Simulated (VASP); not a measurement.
# Al2O3 (R-3c) in VASP: notebook

The runs below take Al2O3 through single point, with PBE.

Program: VASP 6.6.1. These are calculated values, not measurements. Logs are shortened: lines on timing, memory, paths and dates and some standing lists are left out, and cuts for length are marked.

**Measured values to compare with.**

From “Multi-petahertz electron interference in Cr:Al2O3 solid-state material”, 2018, pmc:5906618, for a bulk crystal of Al2O3: band gap 8.7 eV (optical).

The runs below are set against these values where they give the same quantity.

### 1 The cell of the first run

Symmetry: R-3c, No. 167, trigonal system. Conventional cell: a = 4.681 Å, b = 4.681 Å, c = 13.842 Å, α = 90.00°, β = 90.00°, γ = 120.00°. Within 2.5 Å of Al (site symmetry 3) lie 6 O at 1.86 to 2.01 Å. O (site symmetry 2) has 4 Al at 1.86 to 2.01 Å and 2 O at 2.48 Å within 2.5 Å.

### 2 Single point, PBE (8.76 Å³/atom)

The input, INCAR:

```
SYSTEM = Al2O3
PREC = Accurate ; ENCUT = 520
EDIFF = 1E-6 ; ISMEAR = 0
SIGMA = 0.05 ; LREAL = .FALSE.
LASPH = .TRUE. ; NELM = 60
ALGO = Normal ; ISIF = 2
LWAVE = .FALSE. ; LCHARG = .FALSE.
GGA = PE ; NBANDS = 35
```

The input, KPOINTS:

```
regular mesh
0
G
  6 6 6
  0 0 0
```

The input, POSCAR:

```
Al2O3
1.0
    2.3407054972      1.3514069489      4.6138426290
   -2.3407054972      1.3514069489      4.6138426290
    0.0000000000     -2.7028138978      4.6138426290
Al O
4 6
Direct
    0.8521293568      0.8521293568      0.8521293568
    0.6478706432      0.6478706432      0.6478706432
    0.1478706432      0.1478706432      0.1478706432
    0.3521293568      0.3521293568      0.3521293568
    0.0561574040      0.4438425960      0.7500000000
    0.7500000000      0.0561574040      0.4438425960
    0.4438425960      0.7500000000      0.0561574040
    0.9438425960      0.5561574040      0.2500000000
    0.2500000000      0.9438425960      0.5561574040
    0.5561574040      0.2500000000      0.9438425960
```

Potentials or basis: VASP PAW PBE potentials, release 64 (Al, O).

Run with:

```
$ cat potpaw_PBE.64/Al/POTCAR potpaw_PBE.64/O/POTCAR > POTCAR
$ mpirun -np 1 vasp_std > vasp.out
```

OUTCAR:

```text
SYSTEM = Al2O3
   PREC = Accurate
   ENCUT = 520
   EDIFF = 1E-6
   ISMEAR = 0
   LREAL = .FALSE.
   LASPH = .TRUE.
   NELM = 60
   ISIF = 2
   GGA = PE

 ion  position               nearest neighbor table
   1  0.852  0.852  0.852-   9 1.86   8 1.86  10 1.86   6 2.01   7 2.01   5 2.01   3 2.75   3 2.75
                             3 2.75   2 2.83   2 3.24   2 3.24   2 3.24
   2  0.648  0.648  0.648-  10 1.86   8 1.86   9 1.86   7 2.01   6 2.01   5 2.01   4 2.75   4 2.75
                             4 2.75   1 2.83   1 3.24   1 3.24   1 3.24
   3  0.148  0.148  0.148-   6 1.86   5 1.86   7 1.86   9 2.01  10 2.01   8 2.01   1 2.75   1 2.75
                             1 2.75   4 2.83   4 3.24   4 3.24   4 3.24
   4  0.352  0.352  0.352-   7 1.86   5 1.86   6 1.86  10 2.01   9 2.01   8 2.01   2 2.75   2 2.75
                             2 2.75   3 2.83   3 3.24   3 3.24   3 3.24
   5  0.056  0.444  0.750-   3 1.86   4 1.86   1 2.01   2 2.01
   6  0.750  0.056  0.444-   3 1.86   4 1.86   1 2.01   2 2.01
   7  0.444  0.750  0.056-   4 1.86   3 1.86   2 2.01   1 2.01
   8  0.944  0.556  0.250-   1 1.86   2 1.86   3 2.01   4 2.01
   9  0.250  0.944  0.556-   1 1.86   2 1.86   3 2.01   4 2.01
  10  0.556  0.250  0.944-   2 1.86   1 1.86   4 2.01   3 2.01

  LATTYP: Found a trigonal (rhomboedric) cell.
 ALAT       =     5.3472186014
 COS(alpha) =     0.6167627917

  Lattice vectors:

 A1 = (   2.3407054972,   1.3514069489,   4.6138426290)
 A2 = (  -2.3407054972,   1.3514069489,   4.6138426290)
 A3 = (   0.0000000000,  -2.7028138978,   4.6138426290)

Analysis of symmetry for initial positions (statically):
=====================================================================
 Subroutine PRICEL returns:
 Original cell was already a primitive cell.

 Routine SETGRP: Setting up the symmetry group for a
 trigonal (rhombohedral) supercell.

 Subroutine GETGRP returns: Found 12 space group operations
 (whereof  6 operations were pure point group operations)
 out of a pool of 12 trial point group operations.

The static configuration has the point symmetry S_6 .
 The point group associated with its full space group is D_3d.

Analysis of symmetry for dynamics (positions and initial velocities):
=====================================================================
 Subroutine PRICEL returns:
 Original cell was already a primitive cell.

 Routine SETGRP: Setting up the symmetry group for a
 trigonal (rhombohedral) supercell.

 Subroutine GETGRP returns: Found 12 space group operations
 (whereof  6 operations were pure point group operations)
 out of a pool of 12 trial point group operations.

The dynamic configuration has the point symmetry S_6 .
 The point group associated with its full space group is D_3d.

 Subroutine INISYM returns: Found 12 space group operations
 (whereof  6 operations are pure point group operations),
 and found     1 'primitive' translations

----------------------------------------------------------------------------------------

                                     Primitive cell

  volume of cell :      87.5683

  direct lattice vectors                    reciprocal lattice vectors
     2.340705497  1.351406949  4.613842629     0.213610811  0.123328259  0.072246360
    -2.340705497  1.351406949  4.613842629    -0.213610811  0.123328259  0.072246360
     0.000000000 -2.702813898  4.613842629     0.000000000 -0.246656519  0.072246360

  length of vectors
     5.347218601  5.347218601  5.347218601     0.257019405  0.257019405  0.257019405

  position of ions in fractional coordinates (direct lattice)
     0.852129357  0.852129357  0.852129357
     0.647870643  0.647870643  0.647870643
     0.147870643  0.147870643  0.147870643
     0.352129357  0.352129357  0.352129357
     0.056157404  0.443842596  0.750000000
     0.750000000  0.056157404  0.443842596
     0.443842596  0.750000000  0.056157404
     0.943842596  0.556157404  0.250000000
     0.250000000  0.943842596  0.556157404
     0.556157404  0.250000000  0.943842596

  ion indices of the primitive-cell ions
   primitive index   ion index
                 1           1
                 2           2
                 3           3
                 4           4
                 5           5
                 6           6
                 7           7
                 8           8
                 9           9
                10          10

----------------------------------------------------------------------------------------

 KPOINTS: regular mesh

Automatic generation of k-mesh.
 Grid dimensions read from file:
 generate k-points for:    6    6    6

 Generating k-lattice:

  Cartesian coordinates                     Fractional coordinates (reciprocal lattice)
     0.035601802  0.020554710  0.012041060     0.166666667 -0.000000000  0.000000000
    -0.035601802  0.020554710  0.012041060    -0.000000000  0.166666667  0.000000000
     0.000000000 -0.041109420  0.012041060     0.000000000  0.000000000  0.166666667

  Length of vectors
     0.042836568  0.042836568  0.042836568

  Shift w.r.t. Gamma in fractional coordinates (k-lattice)
     0.000000000  0.000000000  0.000000000

 Subroutine IBZKPT returns following result:
 ===========================================

 Found     32 irreducible k-points:

 Following reciprocal coordinates:
            Coordinates               Weight
  0.000000  0.000000  0.000000      1.000000
  0.166667  0.000000  0.000000      6.000000
  0.333333  0.000000  0.000000      6.000000
  0.500000 -0.000000  0.000000      3.000000
  0.166667  0.166667  0.000000      6.000000
  0.333333  0.166667  0.000000     12.000000
[... 16 lines left out ...]
  0.500000  0.500000  0.166667      6.000000
 -0.333333  0.500000  0.166667     12.000000
 [... further k-points ...]
   k-points           NKPTS =     32   k-points in BZ     NKDIM =     32   number of bands    NBANDS=     35
   number of dos      NEDOS =    301   number of ions     NIONS =     10
   total plane-waves  NPLWV =  64000
   dimension x,y,z NGX =    40 NGY =   40 NGZ =   40
   dimension x,y,z NGXF=    80 NGYF=   80 NGZF=   80
   ions per type =               4   6
   NGX,Y,Z   is equivalent  to a cutoff of  12.44, 12.44, 12.44 a.u.
   NGXF,Y,Z  is equivalent  to a cutoff of  24.87, 24.87, 24.87 a.u.
 SYSTEM =  Al2O3
   PREC   = accura    normal or accurate (medium, high low for compatibility)
   ISTART =      0    job   : 0-new  1-cont  2-samecut
   ICHARG =      2    charge: 1-file 2-atom 10-const
   ISPIN  =      1    spin polarized calculation?
   LNONCOLLINEAR =      F non collinear calculations
   LSORBIT =      F    spin-orbit coupling
   LASPH  =      T    aspherical Exc in radial PAW
   ENCUT  =  520.0 eV  38.22 Ry    6.18 a.u.   9.94  9.94  9.94*2*pi/ulx,y,z
   NELM   =     60;   NELMIN=  2; NELMDL= -5     # of ELM steps
   EDIFF  = 0.1E-05   stopping-criterion for ELM
   LREAL  =      F    real-space projection
   EDIFFG = 0.1E-04   stopping-criterion for IOM
   NSW    =      0    number of steps for IOM
   IBRION =     -1    ionic relax: 0-MD 1-quasi-New 2-CG
   NFREE  =      0    steps in history (QN), initial steepest desc. (CG)
   ISIF   =      2    stress and relaxation
   ISYM   =      2    0-nonsym 1-usesym 2-fastsym
   POTIM  = 0.5000    time-step for ionic-motion
   TEBEG  =    0.0;   TEEND  =   0.0 temperature during run
   PSTRESS=    0.0 pullay stress
   NELECT =      48.0000    total number of electrons
   NUPDOWN=      -1.0000    fix difference up-down
   EMIN   =  10.00;   EMAX   =-10.00  energy-range for DOS
   EFERMI =   0.00;   METHOD = LEGACY
   ISMEAR =     0;   SIGMA  =   0.05  broadening in eV -4-tet -1-fermi 0-gaus
   EFERMI_NEDOS =   21; number of points for ismear=-14 and -15
   IALGO  =     38    algorithm
   IMIX   =      4    mixing-type and parameters
     AMIX     =   0.40;   BMIX     =  1.00
     AMIX_MAG =   1.60;   BMIX_MAG =  1.00
  volume/ion in A,a.u.               =       8.76        59.09
  Fermi-wavevector in a.u.,A,eV,Ry     =   1.339799  2.531853 24.423286  1.795061
  Thomas-Fermi vector in A             =   2.468162
   LORBIT       =      0    0 simple, 1 ext, 2 COOP (PROOUT), +10 PAW based schemes
   GGA     = PE    functional components
   LHFCALC =     F    Hartree Fock is set to
   AEXX    =    0.0000 exact exchange contribution
   IVDW    =     0    specifies the selected vdW correction
   LEPSILON=     F    determine dielectric tensor
   LRPA    =     F    only Hartree local field effects (RPA)
 non-spin polarized calculation
 Gauss-broadening in eV      SIGMA  =   0.05
  energy-cutoff  :      520.00
  volume of cell :       87.57
 maximum number of plane-waves:      2374
   NGX = 19   NGY = 19   NGZ = 19

 number of electron      48.0000003 magnetization

 Free energy of the ion-electron system (eV)
  ---------------------------------------------------
  ext. energy  EPLUGINS =         0.00000000
  ---------------------------------------------------
  free energy    TOTEN  =       -74.34036600 eV

  energy without entropy =      -74.34036600  energy(sigma->0) =      -74.34036600

 E-fermi :   6.3107     XC(G=0): -11.5357

 val. band max:        6.0496629255   @ k =   0.0000   0.0000   0.0000
 cond. band min:      11.5636703386   @ k =   0.0000   0.0000   0.0000
 fundamental gap:      5.5140074132
 Fermi energy:         6.3106751421

 k-point     1 :       0.0000    0.0000    0.0000
  band No.  band energies     occupation
      1     -13.2206      2.00000
      2     -11.3085      2.00000
      3     -10.6255      2.00000
      4     -10.6255      2.00000
      5     -10.3728      2.00000
      6     -10.3728      2.00000
[... 27 lines left out ...]
     34      19.3707      0.00000
     35      19.4883      0.00000
[... 843 lines left out ...]
      5     -10.6577      2.00000
      6     -10.4341      2.00000
[... 27 lines left out ...]
     34      18.9840      0.00000
     35      19.1640      0.00000

 [... further k-points ...]

------------------------ aborting loop because EDIFF is reached ----------------------------------------

  FORCE on cell =-STRESS in cart. coord.  units (eV):
  Direction    XX          YY          ZZ          XY          YZ          ZX
  --------------------------------------------------------------------------------------
  -------------------------------------------------------------------------------------
  Total        6.6608656      6.6608656    -11.1939281      0.0000000      0.0000000      0.0000000
  in kB      121.8692958    121.8692958   -204.8076361      0.0000000      0.0000000      0.0000000
  external PRESSURE =      12.9769851 kB  Pullay stress =       0.0000000 kB

 VOLUME and BASIS-vectors are now :
 -----------------------------------------------------------------------------
  energy-cutoff  :      520.00
  volume of cell :       87.57
      direct lattice vectors                 reciprocal lattice vectors
     2.340705497  1.351406949  4.613842629     0.213610811  0.123328259  0.072246360
    -2.340705497  1.351406949  4.613842629    -0.213610811  0.123328259  0.072246360
     0.000000000 -2.702813898  4.613842629     0.000000000 -0.246656519  0.072246360

 POSITION                                       TOTAL-FORCE (eV/Angst)
 -----------------------------------------------------------------------------------
      0.00000      0.00000     11.79477         0.000000      0.000000     -0.372482
      0.00000      0.00000      8.96752         0.000000      0.000000      0.372482
      0.00000      0.00000      2.04676         0.000000      0.000000      0.372482
      0.00000      0.00000      4.87401         0.000000      0.000000     -0.372482
     -0.90746     -1.35141      5.76730         0.193429      0.000000     -0.000000
      1.62408     -0.11018      5.76730        -0.096715      0.167515     -0.000000
     -0.71662      1.46158      5.76730        -0.096715     -0.167515     -0.000000
      0.90746      1.35141      8.07422        -0.193429      0.000000     -0.000000
     -1.62408      0.11018      8.07422         0.096715     -0.167515     -0.000000
      0.71662     -1.46158      8.07422         0.096715      0.167515     -0.000000
 -----------------------------------------------------------------------------------
    total drift:                               -0.000000      0.000000      0.000000

  FREE ENERGIE OF THE ION-ELECTRON SYSTEM (eV)
  ---------------------------------------------------
  free  energy   TOTEN  =       -74.3403659984 eV

  energy  without entropy=      -74.3403659984  energy(sigma->0) =      -74.34036600
```

It took 3.2 min on 1 thread of Intel Xeon 8259CL, shared host; peak memory 0.26 GiB.

Results:

```
Free energy            : -74.3404 eV
Pressure               : 1.3 GPa
Largest force          : 0.372 eV/Å
Band gap on the k mesh : 5.51 eV
```

Forces in eV/Å, atoms in the order of the input:
```
Al   0.000  0.000 -0.372
Al   0.000  0.000  0.372
Al   0.000  0.000  0.372
Al   0.000  0.000 -0.372
O    0.193  0.000  0.000
O   -0.097  0.168  0.000
O   -0.097 -0.168  0.000
O   -0.193  0.000  0.000
O    0.097 -0.168  0.000
O    0.097  0.168  0.000
```

Caveat: the stress differs along the axes, from -20 to 12 GPa.

(Part 1 of 3 ends here.)
